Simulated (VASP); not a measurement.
Write the native input for VASP 6.6.1 that does the following.

```
Task                               : relaxation of cell and atoms
Functional                         : HF
Potentials or basis                : VASP PAW PBE potentials, release 64 (Nb_sv, Si)
Cutoff                             : 600 eV
k mesh                             : 4 × 4 × 4
Occupations                        : fermi-dirac, width 0.05 eV
Spin                               : no spin polarisation
Dipole correction                  : no
Grid for exact exchange (PRECFOCK) : Normal
Further INCAR settings             : ALGO = Normal; EDIFF = 1e-07; IBRION = 2; EDIFFG = -0.01; NSW = 60; ISIF = 3
Share of exact exchange            : 1
```

The system is NbSi.

```xyz
2
Lattice="3.1564 0.0000 0.0000 0.0000 3.1564 0.0000 0.0000 0.0000 3.1564" Properties=species:S:1:pos:R:3 pbc="T T T"
Nb    0.0000    0.0000    0.0000
Si    1.5782    1.5782    1.5782
```

The input as run:

POSCAR

```
NbSi
1.0
    3.1564400000      0.0000000000      0.0000000000
    0.0000000000      3.1564400000      0.0000000000
    0.0000000000      0.0000000000      3.1564400000
Nb Si
1 1
Direct
    0.0000000000      0.0000000000      0.0000000000
    0.5000000000      0.5000000000      0.5000000000
```

INCAR.step1

```
ALGO = Normal
EDIFF = 1E-5
ENCUT = 600
GGA = PE
ISMEAR = -1
LASPH = T
LCHARG = F
LREAL = F
LWAVE = T
NBANDS = 16
NELM = 60
PREC = Accurate
SIGMA = 0.05
```

INCAR.step2

```
AEXX = 1.0
AGGAC = 0.0
ALDAC = 0.0
ALGO = Normal
EDIFF = 1E-7
EDIFFG = -0.01
ENCUT = 600
GGA = PE
IBRION = 2
ISIF = 3
ISMEAR = -1
ISTART = 1
LASPH = T
LCHARG = F
LHFCALC = T
LREAL = F
LWAVE = F
NELM = 60
NSW = 60
PREC = Accurate
PRECFOCK = Normal
SIGMA = 0.05
```

KPOINTS

```
k-points
0
Gamma
  4 4 4
```

Potentials or basis: VASP PAW PBE potentials, release 64 (Nb_sv, Si).

Launch:

```console
$ cat potpaw_PBE.64/Nb_sv/POTCAR potpaw_PBE.64/Si/POTCAR > POTCAR
$ cp INCAR.step1 INCAR
$ mpirun -np 1 vasp_std > vasp.out
$ cp INCAR.step2 INCAR
$ mpirun -np 1 vasp_std > vasp.out
```

It gave:

```yaml
Relaxed_volume: 16.22 Å³/atom
Relaxed_cell: a = 3.190 Å, b = 3.190 Å, c = 3.190 Å, α = 90.00°, β = 90.00°, γ = 90.00°
Space_group_after_relaxing_to_0.1_Å: Pm-3m (No. 221)
Energy_gained_by_relaxing: 9.0 meV/atom
Ionic_steps: 3
Pressure_after_relaxing: -0.1 GPa
Band_gap_on_the_k_mesh: zero (an odd number of electrons rules out a gap without spin polarisation)
```

Caveat: the k points lie up to 0.49 Å⁻¹ apart in the final cell, too coarse for converged energies and pressures of a metal; the PAW data sets were made with another functional, which shifts forces and pressure a little.

Wall time 30 min on 1 thread of Intel(R) Xeon(R) Platinum 8259CL CPU @ 2.50GHz (Skylake/Cascade Lake), with other jobs on the host, peak memory 0.17 GiB.
